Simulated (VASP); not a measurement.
Input of a VASP 6.6.1 run:

INCAR

```
SYSTEM = SnS2
PREC = Accurate
ENCUT = 600
EDIFF = 1E-6
ISMEAR = 0
SIGMA = 0.03
LREAL = .False.
LASPH = .True.
NELM = 80
ALGO = Normal
ISIF = 3
LWAVE = .False.
LCHARG = .False.
GGA = CA
IBRION = 2
NSW = 90
EDIFFG = -0.01
LATTICE_CONSTRAINTS = .TRUE. .TRUE. .FALSE.
KPAR = 8
```

KPOINTS

```
Automatic mesh
0
Gamma
  12 12 1
  0 0 0
```

The input POSCAR:

```
SnS2
1.0
    3.6390000000      0.0000000000      0.0000000000
   -1.8195000000      3.1514664400      0.0000000000
    0.0000000000      0.0000000000     38.5380000000
S Sn
8 4
Direct
    0.6666666700      0.3333333300      0.2335357300
    0.3333333300      0.6666666700      0.3096683800
    0.6666666700      0.3333333300      0.3858010300
    0.3333333300      0.6666666700      0.4619336800
    0.6666666700      0.3333333300      0.5380663200
    0.3333333300      0.6666666700      0.6141989700
    0.6666666700      0.3333333300      0.6903316200
    0.3333333300      0.6666666700      0.7664642700
    0.0000000000      0.0000000000      0.2716020600
    0.0000000000      0.0000000000      0.4238673500
    0.0000000000      0.0000000000      0.5761326500
    0.0000000000      0.0000000000      0.7283979400
```

Potentials or basis: VASP PAW LDA potentials, release 64 (S, Sn_d).

Launch:

```sh
$ cat potpaw_LDA.64/S/POTCAR potpaw_LDA.64/Sn_d/POTCAR > POTCAR
$ mpirun -np 8 vasp_std > vasp.out
```

(1) Estimate the band gap on the k mesh.

(2) What does it give for the relaxed cell?

Results:

(1) 1.32 eV (least direct gap 1.59 eV).

(2) a = 3.625 Å, b = 3.625 Å, c = 38.538 Å, α = 90.00°, β = 90.00°, γ = 120.00°.

Caveat: spin-orbit coupling is left out, which moves the levels of the heavy elements.
